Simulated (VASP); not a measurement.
Here is a VASP 6.6.1 calculation.

File INCAR:

```
SYSTEM = AlFe
PREC = Accurate ; ENCUT = 520
EDIFF = 1E-7 ; ISMEAR = -1
SIGMA = 0.05 ; LREAL = .FALSE.
LASPH = .TRUE. ; NELM = 150
ALGO = Normal ; ISIF = 2
LWAVE = .FALSE. ; LCHARG = .FALSE.
ISPIN = 2 ; MAGMOM = 3 0
LORBIT = 11 ; LMAXMIX = 4
GGA = PE ; IVDW = 13
NBANDS = 16
```

KPOINTS

```
regular mesh
0
G
  9 9 9
  0 0 0
```

Contents of POSCAR:

```
AlFe
1.0
    2.8460669581      0.0000000000      0.0000000000
    0.0000000000      2.8460669581      0.0000000000
    0.0000000000      0.0000000000      2.8460669581
Fe Al
1 1
Direct
    0.5000000000      0.5000000000      0.5000000000
    0.0000000000      0.0000000000      0.0000000000
```

Potentials or basis: VASP PAW PBE potentials, release 64 (Fe, Al).

Run with:

```console
$ cat potpaw_PBE.64/Fe/POTCAR potpaw_PBE.64/Al/POTCAR > POTCAR
$ mpirun -np 1 vasp_std > vasp.out
```

Question: What does it give for the dispersion energy per atom?

Answer: -0.413 eV.

Question: Estimate the net moment.

Answer: 0.60 μB per cell.

Question: What does it give for the pressure?

Answer: -0.1 GPa.

Caveat: pairwise dispersion overbinds metals, which lowers pressure and volume.
